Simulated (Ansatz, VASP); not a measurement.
**One calculation of ZnAu, two programs**

```
CELL_PARAMETERS angstrom
3.08276 0.00000 0.00000
0.00000 3.08276 0.00000
0.00000 0.00000 3.08276
ATOMIC_POSITIONS crystal
Au 0.00000 0.00000 0.00000
Zn 0.50000 0.50000 0.50000
```

Alike in both runs: task single point; functional PBEsol; k mesh 8 × 8 × 8; occupations fermi-dirac, width 0.05 eV; no spin polarisation.

|  | VASP | Ansatz |
| --- | --- | --- |
| version | VASP 6.6.1 | Ansatz 0.2.0 |
| potentials or method | VASP PAW PBE potentials, release 64 (Au, Zn) | Ansatz PAW |
| plane-wave cutoff (eV) | 520 | 420 |
| valence electrons in the cell | 23 | 31 |

VASP gave:

| Item | Value |
| --- | --- |
| gap on the k mesh at the Fermi level (eV) | none |
| pressure (GPa) | 7.7 |

Problem. Which values does Ansatz return?

Solution. gap on the k mesh at the Fermi level (eV): none; pressure (GPa): 7.4.

VASP's potentials were made for PBE, not for PBEsol. A gap of «none» marks a metal or a gap that the smearing closes. With one functional, cell and mesh, what is left measures potentials, basis and numerics. VASP's potentials hold 23 valence electrons a cell and Ansatz's 31, so a difference there can come from the potentials and not from the codes.

Neither program's run includes spin-orbit coupling.
